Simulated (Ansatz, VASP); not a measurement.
## Ru: VASP beside Ansatz

The input INCAR:

```
SYSTEM = Ru
PREC = Accurate
ENCUT = 520
EDIFF = 1E-7
ISMEAR = 0
SIGMA = 0.1
LREAL = .FALSE.
LASPH = .TRUE.
NELM = 60
ALGO = Normal
ISIF = 2
LWAVE = .FALSE.
LCHARG = .FALSE.
LDIPOL = .TRUE.
IDIPOL = 3
DIPOL = 0.5 0.5 0.500
GGA = PE
NBANDS = 28
```

The input KPOINTS:

```
regular mesh
0
G
  15 15 1
  0 0 0
```

POSCAR

```
Ru
1.0
    2.7200250912      0.0000000000      0.0000000000
   -1.3600125456      2.3556108279      0.0000000000
    0.0000000000      0.0000000000     19.2967694965
Ru
3
Direct
    0.3333333333      0.6666666667      0.3886660926
    0.6666666667      0.3333333333      0.5000000000
    0.3333333333      0.6666666667      0.6113339074
```

Input for Ansatz:

```yaml
crystal:
  lattice:
    - [2.7200250912, 0.0, 0.0]
    - [-1.3600125456, 2.3556108279, 0.0]
    - [0.0, 0.0, 19.2967694965]
  atoms:
    - { symbol: Ru, position: [0.3333333333, 0.6666666667, 0.3886660926] }
    - { symbol: Ru, position: [0.6666666667, 0.3333333333, 0.5] }
    - { symbol: Ru, position: [0.3333333333, 0.6666666667, 0.6113339074] }
basis:
  ecutwfc: 420
kpoints:
  mp_grid: { grid: [15, 15, 1] }
hamiltonian:
  xc: pbe
scf:
  occupations: { method: gaussian, width: 0.1 }
output:
  forces: true
  stress: true
  eigenvalues: true
  write_density: true
  write_potential: true
  elf: true
  volumetric_format: npy
efield:
  axis: 3
  dipole_correction: true
```

Alike in both runs: task single point; functional PBE; k mesh 15 × 15 × 1; occupations gaussian, width 0.1 eV; no spin polarisation.

```csv
,VASP,Ansatz
version,VASP 6.6.1,Ansatz 0.2.0
potentials or method,"VASP PAW PBE potentials, release 64 (Ru_pv), cutoff 520 eV","scalar-relativistic, plane waves, PAW"
valence electrons in the cell,42,48
```

Ansatz gave:

- gap on the k mesh at the Fermi level (eV): none
- rms of the force components (eV/Å): 0.451

Q: What did VASP give for the same quantities?

A: gap on the k mesh at the Fermi level (eV): none; rms of the force components (eV/Å): 0.448.

Atom by atom the forces differ by 0.003 eV/Å (rms over components). A gap of «none» marks a metal or a gap that the smearing closes. VASP's potentials hold 42 valence electrons a cell and Ansatz's 48, so a difference there can come from the potentials and not from the codes. Ansatz's warnings: xc potential rough in thin density.
